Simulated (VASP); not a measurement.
# SnSe (Fm-3m) in VASP: further runs

The runs below take SnSe through single point, with PBE.

Everything below comes from runs of VASP 6.6.1. Logs are shortened: lines on timing, memory, paths and dates and some standing lists are left out, and cuts for length are marked.

## (1) The cell of the first run

It takes space group Fm-3m (No. 225, cubic). The conventional cell has a = 6.000 Å, b = 6.000 Å, c = 6.000 Å, α = 90.00°, β = 90.00°, γ = 90.00°. Sn (site symmetry m-3m) has 6 Se at 3.00 Å within 3.9 Å. Se (site symmetry m-3m) has 6 Sn at 3.00 Å within 3.9 Å.

## (2) Single point, PBE (volume scaled by 0.99)

Input file INCAR:

```
SYSTEM = SnSe
ALGO     = Normal         ! electronic algorithm
EDIFF    = 1E-7           ! SCF threshold, eV
ENCUT    = 520            ! plane-wave cutoff, eV
GGA      = PE             ! functional
ISIF     = 2              ! what is computed and relaxed
ISMEAR   = -1             ! smearing method
LASPH    = .True.         ! aspherical terms in the spheres
LCHARG   = .True.         ! write CHGCAR
LELF     = .True.         ! ELF
LREAL    = .False.        ! projectors in reciprocal space
LVHAR    = .True.       
LWAVE    = .False.        ! write WAVECAR
NBANDS   = 17             ! bands
NELM     = 60             ! most SCF steps
PREC     = Accurate       ! precision mode
SIGMA    = 0.02           ! smearing width, eV
```

Input file KPOINTS:

```
k-points
0
Gamma
  9 9 9
  0 0 0
```

Input file POSCAR:

```
SnSe
1.0
    0.0000000000      2.9999330352      2.9999330352
    2.9999330352      0.0000000000      2.9999330352
    2.9999330352      2.9999330352      0.0000000000
Sn Se
1 1
Direct
    0.0000000000      0.0000000000      0.0000000000
    0.5000000000      0.5000000000      0.5000000000
```

Potentials or basis: VASP PAW PBE potentials, release 64 (Sn_d, Se).

Started as:

```console
cat potpaw_PBE.64/Sn_d/POTCAR potpaw_PBE.64/Se/POTCAR > POTCAR
mpirun -np 1 vasp_std > vasp.out
```

OUTCAR:

```text
SYSTEM = SnSe
   EDIFF = 1E-7
   ENCUT = 520
   GGA = PE
   ISIF = 2
   ISMEAR = -1
   LASPH = .True.
   LREAL = .False.
   NELM = 60
   PREC = Accurate

 ion  position               nearest neighbor table
   1  0.000  0.000  0.000-   2 3.00   2 3.00   2 3.00   2 3.00   2 3.00   2 3.00
   2  0.500  0.500  0.500-   1 3.00   1 3.00   1 3.00   1 3.00   1 3.00   1 3.00

  LATTYP: Found a face centered cubic cell.
 ALAT       =     5.9998660704

  Lattice vectors:

 A1 = (   0.0000000000,   2.9999330352,   2.9999330352)
 A2 = (   2.9999330352,   0.0000000000,   2.9999330352)
 A3 = (   2.9999330352,   2.9999330352,   0.0000000000)

Analysis of symmetry for initial positions (statically):
=====================================================================
 Subroutine PRICEL returns:
 Original cell was already a primitive cell.

 Routine SETGRP: Setting up the symmetry group for a
 face centered cubic supercell.

 Subroutine GETGRP returns: Found 48 space group operations
 (whereof 48 operations were pure point group operations)
 out of a pool of 48 trial point group operations.

The static configuration has the point symmetry O_h .

Analysis of symmetry for dynamics (positions and initial velocities):
=====================================================================
 Subroutine PRICEL returns:
 Original cell was already a primitive cell.

 Routine SETGRP: Setting up the symmetry group for a
 face centered cubic supercell.

 Subroutine GETGRP returns: Found 48 space group operations
 (whereof 48 operations were pure point group operations)
 out of a pool of 48 trial point group operations.

The dynamic configuration has the point symmetry O_h .

 Subroutine INISYM returns: Found 48 space group operations
 (whereof 48 operations are pure point group operations),
 and found     1 'primitive' translations

----------------------------------------------------------------------------------------

                                     Primitive cell

  volume of cell :      53.9964

  direct lattice vectors                    reciprocal lattice vectors
     0.000000000  2.999933035  2.999933035    -0.166670387  0.166670387  0.166670387
     2.999933035  0.000000000  2.999933035     0.166670387 -0.166670387  0.166670387
     2.999933035  2.999933035  0.000000000     0.166670387  0.166670387 -0.166670387

  length of vectors
     4.242545985  4.242545985  4.242545985     0.288681578  0.288681578  0.288681578

  position of ions in fractional coordinates (direct lattice)
     0.000000000  0.000000000  0.000000000
     0.500000000  0.500000000  0.500000000

  ion indices of the primitive-cell ions
   primitive index   ion index
                 1           1
                 2           2

----------------------------------------------------------------------------------------

 KPOINTS: k-points

Automatic generation of k-mesh.
 Grid dimensions read from file:
 generate k-points for:    9    9    9

 Generating k-lattice:

  Cartesian coordinates                     Fractional coordinates (reciprocal lattice)
    -0.018518932  0.018518932  0.018518932     0.111111111  0.000000000  0.000000000
     0.018518932 -0.018518932  0.018518932     0.000000000  0.111111111  0.000000000
     0.018518932  0.018518932 -0.018518932     0.000000000  0.000000000  0.111111111

  Length of vectors
     0.032075731  0.032075731  0.032075731

  Shift w.r.t. Gamma in fractional coordinates (k-lattice)
     0.000000000  0.000000000  0.000000000

 Subroutine IBZKPT returns following result:
 ===========================================

 Found     35 irreducible k-points:

 Following reciprocal coordinates:
            Coordinates               Weight
  0.000000  0.000000  0.000000      1.000000
  0.111111  0.000000  0.000000      8.000000
  0.222222  0.000000  0.000000      8.000000
  0.333333  0.000000  0.000000      8.000000
  0.444444  0.000000  0.000000      8.000000
  0.111111  0.111111  0.000000      6.000000
[... 16 lines left out ...]
 -0.333333  0.333333  0.000000     12.000000
  0.444444  0.444444  0.000000      6.000000
 [... further k-points ...]
   k-points           NKPTS =     35   k-points in BZ     NKDIM =     35   number of bands    NBANDS=     17
   number of dos      NEDOS =    301   number of ions     NIONS =      2
   total plane-waves  NPLWV =  32768
   dimension x,y,z NGX =    32 NGY =   32 NGZ =   32
   dimension x,y,z NGXF=    64 NGYF=   64 NGZF=   64
   ions per type =               1   1
   NGX,Y,Z   is equivalent  to a cutoff of  12.54, 12.54, 12.54 a.u.
   NGXF,Y,Z  is equivalent  to a cutoff of  25.08, 25.08, 25.08 a.u.
 SYSTEM =  SnSe
   PREC   = accura    normal or accurate (medium, high low for compatibility)
   ISTART =      0    job   : 0-new  1-cont  2-samecut
   ICHARG =      2    charge: 1-file 2-atom 10-const
   ISPIN  =      1    spin polarized calculation?
   LNONCOLLINEAR =      F non collinear calculations
   LSORBIT =      F    spin-orbit coupling
   LASPH  =      T    aspherical Exc in radial PAW
   ENCUT  =  520.0 eV  38.22 Ry    6.18 a.u.   7.89  7.89  7.89*2*pi/ulx,y,z
   NELM   =     60;   NELMIN=  2; NELMDL= -5     # of ELM steps
   EDIFF  = 0.1E-06   stopping-criterion for ELM
   LREAL  =      F    real-space projection
   EDIFFG = 0.1E-05   stopping-criterion for IOM
   NSW    =      0    number of steps for IOM
   IBRION =     -1    ionic relax: 0-MD 1-quasi-New 2-CG
   NFREE  =      0    steps in history (QN), initial steepest desc. (CG)
   ISIF   =      2    stress and relaxation
   ISYM   =      2    0-nonsym 1-usesym 2-fastsym
   POTIM  = 0.5000    time-step for ionic-motion
   TEBEG  =    0.0;   TEEND  =   0.0 temperature during run
   PSTRESS=    0.0 pullay stress
   NELECT =      20.0000    total number of electrons
   NUPDOWN=      -1.0000    fix difference up-down
   EMIN   =  10.00;   EMAX   =-10.00  energy-range for DOS
   EFERMI =   0.00;   METHOD = LEGACY
   ISMEAR =    -1;   SIGMA  =   0.02  broadening in eV -4-tet -1-fermi 0-gaus
   EFERMI_NEDOS =   21; number of points for ismear=-14 and -15
   IALGO  =     38    algorithm
   IMIX   =      4    mixing-type and parameters
     AMIX     =   0.40;   BMIX     =  1.00
     AMIX_MAG =   1.60;   BMIX_MAG =  1.00
  volume/ion in A,a.u.               =      27.00       182.19
  Fermi-wavevector in a.u.,A,eV,Ry     =   1.175700  2.221751 18.806939  1.382271
  Thomas-Fermi vector in A             =   2.312076
   LORBIT       =      0    0 simple, 1 ext, 2 COOP (PROOUT), +10 PAW based schemes
   GGA     = PE    functional components
   LHFCALC =     F    Hartree Fock is set to
   AEXX    =    0.0000 exact exchange contribution
   IVDW    =     0    specifies the selected vdW correction
   LEPSILON=     F    determine dielectric tensor
   LRPA    =     F    only Hartree local field effects (RPA)
 non-spin polarized calculation
  energy-cutoff  :      520.00
  volume of cell :       54.00
 maximum number of plane-waves:      1469
   NGX = 15   NGY = 15   NGZ = 15

 number of electron      20.0000007 magnetization

 Free energy of the ion-electron system (eV)
  ---------------------------------------------------
  ext. energy  EPLUGINS =         0.00000000
  ---------------------------------------------------
  free energy    TOTEN  =        -8.20963374 eV

  energy without entropy =       -8.20963373  energy(sigma->0) =       -8.20963373

 E-fermi :   5.9489     XC(G=0):  -9.6433

 val. band max:        5.6463720020   @ k =  -0.3333   0.1111   0.0000
 cond. band min:       6.2509999090   @ k =  -0.3333   0.1111   0.0000
 fundamental gap:      0.6046279070
 Fermi energy:         5.9488565840

 k-point     1 :       0.0000    0.0000    0.0000
  band No.  band energies     occupation
      1     -15.9013      2.00000
      2     -15.9013      2.00000
      3     -15.9013      2.00000
      4     -15.8994      2.00000
      5     -15.8994      2.00000
      6      -8.2313      2.00000
[... 9 lines left out ...]
     16      11.5549      0.00000
     17      13.8688      0.00000

 k-point     2 :       0.1111    0.0000    0.0000
  band No.  band energies     occupation
      1     -15.9010      2.00000
      2     -15.9010      2.00000
      3     -15.9009      2.00000
      4     -15.8990      2.00000
      5     -15.8990      2.00000
      6      -8.1429      2.00000
[... 9 lines left out ...]
     16      11.8556      0.00000
     17      14.7140      0.00000

 k-point     3 :       0.2222    0.0000    0.0000
  band No.  band energies     occupation
      1     -15.9032      2.00000
      2     -15.9032      2.00000
      3     -15.9002      2.00000
      4     -15.8953      2.00000
      5     -15.8953      2.00000
      6      -7.8983      2.00000
[... 9 lines left out ...]
     16      12.6321      0.00000
     17      16.5546      0.00000

 k-point     4 :       0.3333    0.0000    0.0000
  band No.  band energies     occupation
      1     -15.9060      2.00000
      2     -15.9060      2.00000
      3     -15.8993      2.00000
      4     -15.8908      2.00000
      5     -15.8908      2.00000
      6      -7.5713      2.00000
[... 9 lines left out ...]
     16      13.8319      0.00000
     17      17.6227      0.00000

 k-point     5 :       0.4444    0.0000    0.0000
  band No.  band energies     occupation
      1     -15.9078      2.00000
      2     -15.9078      2.00000
      3     -15.8988      2.00000
      4     -15.8878      2.00000
      5     -15.8878      2.00000
      6      -7.3157      2.00000
[... 9 lines left out ...]
     16      15.3621      0.00000
     17      16.2571      0.00000

 k-point     6 :       0.1111    0.1111    0.0000
  band No.  band energies     occupation
      1     -15.9020      2.00000
      2     -15.9017      2.00000
      3     -15.8992      2.00000
      4     -15.8992      2.00000
      5     -15.8984      2.00000
      6      -8.1134      2.00000
[... 9 lines left out ...]
     16      12.4113      0.00000
     17      14.0282      0.00000
[... 281 lines left out ...]
 k-point    21 :       0.4444    0.3333    0.0000
  band No.  band energies     occupation
      1     -15.9231      2.00000
      2     -15.9058      2.00000
      3     -15.8939      2.00000
      4     -15.8860      2.00000
      5     -15.8851      2.00000
      6      -7.1527      2.00000
[... 9 lines left out ...]
     16      16.9111      0.00000
     17      17.5357      0.00000

 k-point    22 :      -0.4444    0.3333    0.0000
  band No.  band energies     occupation
      1     -15.9218      2.00000
      2     -15.9024      2.00000
      3     -15.8963      2.00000
      4     -15.8872      2.00000
      5     -15.8851      2.00000
      6      -7.0224      2.00000
[... 9 lines left out ...]
     16      16.1146      0.00000
     17      17.9927      0.00000

 k-point    23 :      -0.3333    0.3333    0.0000
  band No.  band energies     occupation
      1     -15.9172      2.00000
      2     -15.8996      2.00000
      3     -15.8971      2.00000
      4     -15.8906      2.00000
      5     -15.8873      2.00000
      6      -7.0459      2.00000
[... 9 lines left out ...]
     16      14.7929      0.00000
     17      17.2944      0.00000

 k-point    24 :       0.4444    0.4444    0.0000
  band No.  band energies     occupation
      1     -15.9280      2.00000
      2     -15.9078      2.00000
      3     -15.8917      2.00000
      4     -15.8835      2.00000
      5     -15.8835      2.00000
      6      -7.0380      2.00000
[... 9 lines left out ...]
     16      17.4612      0.00000
     17      18.3429      0.00000

 [... further k-points ...]
[... 5 lines left out ...]
  --------------------------------------------------------------------------------------
  -------------------------------------------------------------------------------------
  Total        0.5295802      0.5295802      0.5295802     -0.0000000      0.0000000     -0.0000000
  in kB       15.7136721     15.7136721     15.7136721     -0.0000000      0.0000000     -0.0000000
  external PRESSURE =      15.7136721 kB  Pullay stress =       0.0000000 kB

 VOLUME and BASIS-vectors are now :
 -----------------------------------------------------------------------------
  energy-cutoff  :      520.00
  volume of cell :       54.00
      direct lattice vectors                 reciprocal lattice vectors
     0.000000000  2.999933035  2.999933035    -0.166670387  0.166670387  0.166670387
     2.999933035  0.000000000  2.999933035     0.166670387 -0.166670387  0.166670387
     2.999933035  2.999933035  0.000000000     0.166670387  0.166670387 -0.166670387

 POSITION                                       TOTAL-FORCE (eV/Angst)
 -----------------------------------------------------------------------------------
      0.00000      0.00000      0.00000         0.000000      0.000000      0.000000
      2.99993      2.99993      2.99993         0.000000      0.000000     -0.000000
 -----------------------------------------------------------------------------------
    total drift:                                0.000000     -0.000000     -0.000000

  FREE ENERGIE OF THE ION-ELECTRON SYSTEM (eV)
  ---------------------------------------------------
  free  energy   TOTEN  =        -8.2096337377 eV

  energy  without entropy=       -8.2096337260  energy(sigma->0) =       -8.20963373
```

It took 19 s on 1 thread of Intel Xeon Platinum 8375C at 2.90GHz (Ice Lake), shared host; peak memory 0.19 GiB.

What came out:

| Quantity | Value |
| --- | --- |
| Free energy | -8.2096 eV |
| Pressure | 1.6 GPa |

Caveat: the cell differs from its parent crystal (volume scaled by 0.99); this odd mesh misses L, where the gap lies, so gap, dielectric constants and Born charges aren't listed; spin-orbit coupling is left out, which moves the levels of the heavy elements.

## (3) Single point, PBE (volume scaled by 1.01)

Input file INCAR:

```
PREC = Accurate ; ENCUT = 520
EDIFF = 1E-6 ; ISMEAR = -1
SIGMA = 0.02 ; LREAL = False
LASPH = True ; NELM = 100
ALGO = Normal ; ISIF = 2
LWAVE = False ; LCHARG = False
GGA = PE ; NBANDS = 17
```

Input file KPOINTS:

```
regular mesh
0
Gamma
  9 9 9
```

Input file POSCAR:

```
SnSe
1.0
    0.0000000000      3.0200000735      3.0200000735
    3.0200000735      0.0000000000      3.0200000735
    3.0200000735      3.0200000735      0.0000000000
Sn Se
1 1
Direct
    0.0000000000      0.0000000000      0.0000000000
    0.5000000000      0.5000000000      0.5000000000
```

Potentials or basis: VASP PAW PBE potentials, release 64 (Sn_d, Se).

Started as:

```console
cat potpaw_PBE.64/Sn_d/POTCAR potpaw_PBE.64/Se/POTCAR > POTCAR
mpirun -np 1 vasp_std > vasp.out
```

It took 16 s on 1 thread of Intel Xeon Platinum 8375C at 2.90GHz (Ice Lake), shared host; peak memory 0.19 GiB.

Results (log left out):

* Free energy: -8.2169 eV
* Pressure: 0.5 GPa

Levels at points of the mesh, in eV from the Fermi level:
```tsv
k point	band 7	band 8	band 9	band 10	band 11	band 12	band 13	band 14
(0.00, 0.00, 0.00)	-5.33	-2.39	-2.39	-2.39	4.05	4.05	4.05	5.65
```

Caveat: the cell differs from its parent crystal (volume scaled by 1.01); this odd mesh misses L, where the gap lies, so gap, dielectric constants and Born charges aren't listed; spin-orbit coupling is left out, which moves the levels of the heavy elements.

## (4) Single point, PBE (volume scaled by 1.06)

Input file INCAR:

```
ALGO     = Normal         # electronic algorithm
EDIFF    = 1E-7           # SCF threshold, eV
ENCUT    = 520            # plane-wave cutoff, eV
GGA      = PE             # functional
ISIF     = 2              # what is computed and relaxed
ISMEAR   = -1             # smearing method
LASPH    = T              # aspherical terms in the spheres
LCHARG   = T              # write CHGCAR
LELF     = T              # ELF
LREAL    = F              # projectors in reciprocal space
LVHAR    = T            
LWAVE    = F              # write WAVECAR
NBANDS   = 17             # bands
NELM     = 60             # most SCF steps
PREC     = Accurate       # precision mode
SIGMA    = 0.02           # smearing width, eV
```

Input file KPOINTS:

```
k-points
0
Gamma
  9 9 9
```

Input file POSCAR:

```
SnSe
1.0
    0.0000000000      3.0690345955      3.0690345955
    3.0690345955      0.0000000000      3.0690345955
    3.0690345955      3.0690345955      0.0000000000
Sn Se
1 1
Direct
    0.0000000000      0.0000000000      0.0000000000
    0.5000000000      0.5000000000      0.5000000000
```

Started as:

```console
cat potpaw_PBE.64/Sn_d/POTCAR potpaw_PBE.64/Se/POTCAR > POTCAR
mpirun -np 1 vasp_std > vasp.out
```

Wall time 17 s (1 thread of Intel Xeon Platinum 8375C at 2.90GHz (Ice Lake), shared host); peak memory 0.19 GiB.

Results (log left out):

| Property | Result |
| --- | --- |
| Free energy | -8.2065 eV |
| Pressure | -1.7 GPa |

Levels at points of the mesh, in eV from the Fermi level:
| k point | band 8 | band 9 | band 10 | band 11 | band 12 | band 13 |
| --- | --- | --- | --- | --- | --- | --- |
| (0.00, 0.00, 0.00) | -2.23 | -2.23 | -2.23 | 3.89 | 3.89 | 3.89 |

Caveat: the cell differs from its parent crystal (volume scaled by 1.06); this odd mesh misses L, where the gap lies, so gap, dielectric constants and Born charges aren't listed; spin-orbit coupling is left out, which moves the levels of the heavy elements.

## (5) Single point, PBE

This run uses another cell than the first one, of 27.27 Å³/atom, 1.010 times its volume.

Input file INCAR:

```
SYSTEM = SnSe
PREC = Accurate ; ENCUT = 520
EDIFF = 1E-6 ; ISMEAR = 1
SIGMA = 0.0858 ; LREAL = .FALSE.
LASPH = .TRUE. ; NELM = 80
ALGO = Normal ; ISIF = 2
LWAVE = .FALSE. ; LCHARG = .FALSE.
GGA = PE ; NBANDS = 17
```

Input file KPOINTS:

```
Automatic mesh
0
G
  9 9 9
  0 0 0
```

Input file POSCAR:

```
SnSe
1.0
    0.0000000000      3.0100000000      3.0100000000
    3.0100000000      0.0000000000      3.0100000000
    3.0100000000      3.0100000000      0.0000000000
Sn Se
1 1
Direct
    0.0000000000      0.0000000000      0.0000000000
    0.5000000000      0.5000000000      0.5000000000
```

Started as:

```console
cat potpaw_PBE.64/Sn_d/POTCAR potpaw_PBE.64/Se/POTCAR > POTCAR
mpirun -np 1 vasp_std > vasp.out
```

Wall time 32 s (1 thread of Intel Xeon Platinum 8488C (Sapphire Rapids), shared host); peak memory 0.19 GiB.

The run converged. Its results:

| Quantity | Value |
| --- | --- |
| Free energy | -8.2140 eV |
| Pressure | 1.0 GPa |

Levels at points of the mesh, in eV from the Fermi level:
```csv
k point,band 8,band 9,band 10,band 11,band 12,band 13
"(0.00, 0.00, 0.00)",-2.18,-2.18,-2.18,4.32,4.32,4.32
```

Caveat: this odd mesh misses L, where the gap lies, so gap, dielectric constants and Born charges aren't listed; spin-orbit coupling is left out, which moves the levels of the heavy elements.

## (6) Overview

```tsv
cell	smearing	pressure (GPa)
a = 4.243 Å, angles 60.0°, 2 atoms	fermi-dirac 0.02 eV	1.6
a = 4.271 Å, angles 60.0°, 2 atoms	fermi-dirac 0.02 eV	0.5
a = 4.340 Å, angles 60.0°, 2 atoms	fermi-dirac 0.02 eV	-1.7
a = 4.257 Å, angles 60.0°, 2 atoms	methfessel-paxton 0.0858 eV	1.0
```

Alike in all rows: task single point; level PBE; potentials or basis VASP PAW PBE potentials, release 64 (Sn_d, Se); no spin polarisation; k mesh 9 × 9 × 9; cutoff (eV) 520.

Caveats: spin-orbit coupling is left out, which moves the levels of the heavy elements.

Total energies depend on the potentials used, so only differences within one code and one set of settings carry meaning.
